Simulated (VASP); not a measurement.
# Ti (P6_3/mmc) in VASP: single point with PBE0

Aim: the single point of Ti with PBE0.

All numbers are computed with VASP 6.6.1; they aren't measurements. Logs are shortened: lines on timing, memory, paths and dates and some standing lists are left out, and cuts for length are marked.

## (1) The cell of the first run

Symmetry: P6_3/mmc, No. 194, hexagonal system. The conventional cell has a = 2.950 Å, b = 2.950 Å, c = 4.680 Å, α = 90.00°, β = 90.00°, γ = 120.00°. Ti (site symmetry -6m2) has 12 Ti at 2.89 to 2.95 Å within 3.8 Å.

## (2) Single point, PBE0

File POSCAR:

```
Ti
1.0
    2.9500000000      0.0000000000      0.0000000000
   -1.4750000000      2.5547749412      0.0000000000
    0.0000000000      0.0000000000      4.6800000000
Ti
2
Direct
    0.6666666667      0.3333333333      0.7500000000
    0.3333333333      0.6666666667      0.2500000000
```

File INCAR.step1:

```
PREC = Accurate
ENCUT = 520
EDIFF = 1E-5
ISMEAR = -1
SIGMA = 0.05
LREAL = False
LASPH = True
NELM = 80
ALGO = Normal
ISIF = 2
LWAVE = True
NBANDS = 19
GGA = PE
```

File INCAR.step2:

```
PREC = Accurate
ENCUT = 520
EDIFF = 1E-7
ISMEAR = -1
SIGMA = 0.05
LREAL = False
LASPH = True
NELM = 80
ALGO = Normal
ISIF = 2
LWAVE = False
LCHARG = True
GGA = PE
LHFCALC = True
AEXX = 0.25
PRECFOCK = Normal
LELF = True
LVHAR = True
NBANDS = 19
ISTART = 1
```

File KPOINTS:

```
regular mesh
0
Gamma
  5 5 3
```

Potentials or basis: VASP PAW PBE potentials, release 64 (Ti_sv).

Command:

```bash
$ cat potpaw_PBE.64/Ti_sv/POTCAR > POTCAR
$ cp INCAR.step1 INCAR
$ mpirun -np 1 vasp_std > vasp.out
$ cp INCAR.step2 INCAR
$ mpirun -np 1 vasp_std > vasp.out
```

OUTCAR:

```text
PREC = Accurate
   ENCUT = 520
   EDIFF = 1E-7
   ISMEAR = -1
   LREAL = False
   LASPH = True
   NELM = 80
   ISIF = 2
   GGA = PE
   LHFCALC = True
   AEXX = 0.25
   PRECFOCK = Normal
   ISTART = 1

 ion  position               nearest neighbor table
   1  0.667  0.333  0.750-   2 2.89   2 2.89   2 2.89   2 2.89   2 2.89   2 2.89
   2  0.333  0.667  0.250-   1 2.89   1 2.89   1 2.89   1 2.89   1 2.89   1 2.89

  LATTYP: Found a hexagonal cell.
 ALAT       =     2.9500000000
 C/A-ratio  =     1.5864406780

  Lattice vectors:

 A1 = (   2.9500000000,   0.0000000000,   0.0000000000)
 A2 = (  -1.4750000000,   2.5547749412,   0.0000000000)
 A3 = (   0.0000000000,   0.0000000000,   4.6800000000)

Analysis of symmetry for initial positions (statically):
=====================================================================
 Subroutine PRICEL returns:
 Original cell was already a primitive cell.

 Routine SETGRP: Setting up the symmetry group for a
 hexagonal supercell.

 Subroutine GETGRP returns: Found 24 space group operations
 (whereof 12 operations were pure point group operations)
 out of a pool of 24 trial point group operations.

The static configuration has the point symmetry D_3d.
 The point group associated with its full space group is D_6h.

Analysis of symmetry for dynamics (positions and initial velocities):
=====================================================================
 Subroutine PRICEL returns:
 Original cell was already a primitive cell.

 Routine SETGRP: Setting up the symmetry group for a
 hexagonal supercell.

 Subroutine GETGRP returns: Found 24 space group operations
 (whereof 12 operations were pure point group operations)
 out of a pool of 24 trial point group operations.

The dynamic configuration has the point symmetry D_3d.
 The point group associated with its full space group is D_6h.

 Subroutine INISYM returns: Found 24 space group operations
 (whereof 12 operations are pure point group operations),
 and found     1 'primitive' translations

----------------------------------------------------------------------------------------

                                     Primitive cell

  volume of cell :      35.2712

  direct lattice vectors                    reciprocal lattice vectors
[... 74 lines left out ...]
   EDIFFG = 0.1E-05   stopping-criterion for IOM
   NSW    =      0    number of steps for IOM
   IBRION =     -1    ionic relax: 0-MD 1-quasi-New 2-CG
   NFREE  =      0    steps in history (QN), initial steepest desc. (CG)
   ISIF   =      2    stress and relaxation
   ISYM   =      3    0-nonsym 1-usesym 2-fastsym
   POTIM  = 0.5000    time-step for ionic-motion
   TEBEG  =    0.0;   TEEND  =   0.0 temperature during run
   PSTRESS=    0.0 pullay stress
   NELECT =      24.0000    total number of electrons
   NUPDOWN=      -1.0000    fix difference up-down
   EMIN   =  10.00;   EMAX   =-10.00  energy-range for DOS
   EFERMI =   0.00;   METHOD = LEGACY
   ISMEAR =    -1;   SIGMA  =   0.05  broadening in eV -4-tet -1-fermi 0-gaus
   EFERMI_NEDOS =   21; number of points for ismear=-14 and -15
   IALGO  =     38    algorithm
   IMIX   =      1    mixing-type and parameters
     AMIX     =   0.40;   BMIX     =  1.00
     AMIX_MAG =   1.60;   BMIX_MAG =  1.00
  volume/ion in A,a.u.               =      17.64       119.01
  Fermi-wavevector in a.u.,A,eV,Ry     =   1.439920  2.721055 28.209912  2.073370
  Thomas-Fermi vector in A             =   2.558722
   LORBIT       =      0    0 simple, 1 ext, 2 COOP (PROOUT), +10 PAW based schemes
   GGA     = PE    functional components
   LHFCALC =     T    Hartree Fock is set to
   PRECFOCK=normal    Normal, Fast or Accurate (Low or Medium for compatibility)
   ENCUT4O =  -1.0   cutoff for four orbital integrals eV
   NKREDX  =     1    reduce k-point grid by
   NKREDY  =     1    reduce k-point grid by
   NKREDZ  =     1    reduce k-point grid by
   AEXX    =    0.2500 exact exchange contribution
   HFSCREEN=    0.0000 screening length (either q_TF or 0.3 A-1)
   HFSCREENC=   0.0000 screening length for correlation (either q_TF or 0.3 A-1)
   ENCUTFOCK=  -1.0 apply spherical cutoff to Coloumb kernel
   IVDW    =     0    specifies the selected vdW correction
   LEPSILON=     F    determine dielectric tensor
   LRPA    =     F    only Hartree local field effects (RPA)
 non-spin polarized calculation
  energy-cutoff  :      520.00
  volume of cell :       35.27
 maximum number of plane-waves:       965
 NGX is ok and might be reduce to    24
  NGX = 18; NGY = 18; NGZ = 28

 number of electron      24.0000002 magnetization

 Free energy of the ion-electron system (eV)
  ---------------------------------------------------
  ext. energy  EPLUGINS =         0.00000000
  ---------------------------------------------------
  free energy    TOTEN  =       -20.98818048 eV

  energy without entropy =      -20.97793699  energy(sigma->0) =      -20.98305874

 E-fermi :   8.4163     XC(G=0):  -9.0172

 val. band max:        8.0059072604   @ k =   0.4000   0.2000   0.3333
 cond. band min:       8.4509054167   @ k =   0.2000   0.0000   0.3333
 fundamental gap:      0.4449981563
 Fermi energy:         8.4162871615

 k-point     1 :       0.0000    0.0000    0.0000
  band No.  band energies     occupation
      1     -54.0519      2.00000
      2     -53.9145      2.00000
      3     -28.9920      2.00000
      4     -28.3168      2.00000
      5     -28.3168      2.00000
      6     -28.2571      2.00000
[... 197 lines left out ...]
      6     -28.4749      2.00000
[... 11 lines left out ...]
     18      12.7668      0.00000
     19      14.4866      0.00000

------------------------ aborting loop because EDIFF is reached ----------------------------------------

  FORCE on cell =-STRESS in cart. coord.  units (eV):
  Direction    XX          YY          ZZ          XY          YZ          ZX
  --------------------------------------------------------------------------------------
  -------------------------------------------------------------------------------------
  Total       -0.8434196     -0.8434196     -1.3504722      0.0000000      0.0000000      0.0000000
  in kB      -38.3119037    -38.3119037    -61.3445118      0.0000000      0.0000000      0.0000000
  external PRESSURE =     -45.9894397 kB  Pullay stress =       0.0000000 kB

 VOLUME and BASIS-vectors are now :
 -----------------------------------------------------------------------------
  energy-cutoff  :      520.00
  volume of cell :       35.27
      direct lattice vectors                 reciprocal lattice vectors
     2.950000000  0.000000000  0.000000000     0.338983051  0.195711956  0.000000000
    -1.475000000  2.554774941  0.000000000     0.000000000  0.391423911  0.000000000
     0.000000000  0.000000000  4.680000000     0.000000000  0.000000000  0.213675214

 POSITION                                       TOTAL-FORCE (eV/Angst)
 -----------------------------------------------------------------------------------
      1.47500      0.85159      3.51000        -0.000000      0.000000      0.000000
     -0.00000      1.70318      1.17000         0.000000     -0.000000      0.000000
 -----------------------------------------------------------------------------------
    total drift:                               -0.000000     -0.000000      0.000001

  FREE ENERGIE OF THE ION-ELECTRON SYSTEM (eV)
  ---------------------------------------------------
  free  energy   TOTEN  =       -20.9881804774 eV

  energy  without entropy=      -20.9779369946  energy(sigma->0) =      -20.98305874
```

OUTCAR.step1:

```text
PREC = Accurate
   ENCUT = 520
   EDIFF = 1E-5
   ISMEAR = -1
   LREAL = False
[... 428 lines left out ...]
      1.47500      0.85159      3.51000        -0.000000     -0.000000      0.000000
     -0.00000      1.70318      1.17000         0.000000      0.000000      0.000000
 -----------------------------------------------------------------------------------
    total drift:                               -0.000000      0.000000     -0.000000

  FREE ENERGIE OF THE ION-ELECTRON SYSTEM (eV)
  ---------------------------------------------------
  free  energy   TOTEN  =       -15.6786154018 eV

  energy  without entropy=      -15.6551317809  energy(sigma->0) =      -15.66687359
```

OSZICAR.step1:

```text
N       E                     dE             d eps       ncg     rms          rms(c)
DAV:   1     0.265231339316E+03    0.26523E+03   -0.12853E+04   380   0.158E+03
DAV:   2     0.121969447772E+02   -0.25303E+03   -0.24944E+03   404   0.442E+02
DAV:   3    -0.165066712198E+02   -0.28704E+02   -0.28443E+02   700   0.123E+02
DAV:   4    -0.177151838351E+02   -0.12085E+01   -0.12074E+01   452   0.260E+01
DAV:   5    -0.177700465692E+02   -0.54863E-01   -0.54859E-01   567   0.391E+00    0.117E+01
DAV:   6    -0.156699987759E+02    0.21000E+01   -0.77220E+00   434   0.278E+01    0.285E+00
DAV:   7    -0.156603392376E+02    0.96595E-02   -0.68293E-01   565   0.583E+00    0.204E+00
DAV:   8    -0.156851259695E+02   -0.24787E-01   -0.18514E-01   405   0.495E+00    0.690E-01
DAV:   9    -0.156781244543E+02    0.70015E-02   -0.37220E-02   424   0.203E+00    0.697E-02
DAV:  10    -0.156786159143E+02   -0.49146E-03   -0.35301E-03   511   0.334E-01    0.682E-02
DAV:  11    -0.156786265894E+02   -0.10675E-04   -0.90688E-05   472   0.746E-02    0.409E-02
DAV:  12    -0.156786149260E+02    0.11663E-04   -0.54984E-05   381   0.618E-02    0.341E-03
DAV:  13    -0.156786154018E+02   -0.47580E-06   -0.95401E-07   196   0.979E-03
   1 F= -.15678615E+02 E0= -.15666874E+02  d E =-.234836E-01
```

It took 22 min on 1 thread of Intel Xeon Platinum 8375C at 2.90GHz (Ice Lake), shared host; peak memory 0.16 GiB.

Results:

```
Free energy            : -20.9882 eV
Pressure               : -4.6 GPa
Band gap on the k mesh : zero (bands 12 and 13 overlap by 1.78 eV)
```

Stress tensor (GPa, compression positive):
```
-3.83  0.00  0.00
 0.00 -3.83  0.00
 0.00  0.00 -6.13
```

Levels at points of the mesh, in eV from the Fermi level:
```csv
k point,band 10,band 11,band 12,band 13,band 14,band 15
"(0.00, 0.00, 0.00)",-3.88,0.40,1.37,1.37,1.61,2.08
```

Caveat: the k points lie up to 0.49 Å⁻¹ apart, too coarse for converged energies and pressures of a metal; the PAW data sets were made with another functional, which shifts forces and pressure a little.
